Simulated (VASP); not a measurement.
BaTiO3, 5 atoms in the cell. Symmetry: C2/m, No. 12, monoclinic system. Conventional cell: a = 5.628 Å, b = 5.685 Å, c = 4.018 Å, α = 90.00°, β = 90.81°, γ = 90.00°. Within 3.7 Å of Ba (site symmetry 2/m) lie 12 O at 2.81 to 2.85 Å and 8 Ti at 3.43 to 3.48 Å. Ti (site symmetry 2/m) has 6 O at 2.00 to 2.01 Å within 2.6 Å. O (site symmetry 2/m) has 2 Ti at 2.01 Å within 2.7 Å. O (site symmetry -1) has 2 Ti at 2.00 Å within 2.6 Å.  This cell differs from its parent crystal: equal xy, yz and zx shear strains of -1 %.

* Program: VASP 6.6.1
* Task: single point
* Functional: PBEsol
* Potentials or basis: VASP PAW PBE potentials, release 64 (Ba_sv, Ti_sv, O)
* Cutoff: 520 eV
* k mesh: 7 × 7 × 7
* Occupations: fermi-dirac, width 0.03 eV
* Spin: no spin polarisation
* Dipole correction: no
* Further INCAR settings: ALGO = Normal; EDIFF = 1e-07; NBANDS = 28

Potentials or basis: VASP PAW PBE potentials, release 64 (Ba_sv, Ti_sv, O).

Launch:

```console
$ cat potpaw_PBE.64/Ba_sv/POTCAR potpaw_PBE.64/Ti_sv/POTCAR potpaw_PBE.64/O/POTCAR > POTCAR
$ mpirun -np 1 vasp_std > vasp.out
```

Hardware: 1 thread of Intel(R) Xeon(R) 6975P-C (Granite Rapids), on a shared host.

**Question.** How long does it take, and how much memory?

**Answer.** Run time: 83 s on 1 thread of Intel(R) Xeon(R) 6975P-C (Granite Rapids), with other jobs on the host, peak memory 0.3 GiB. Counts: scf iterations 17, k points 100.
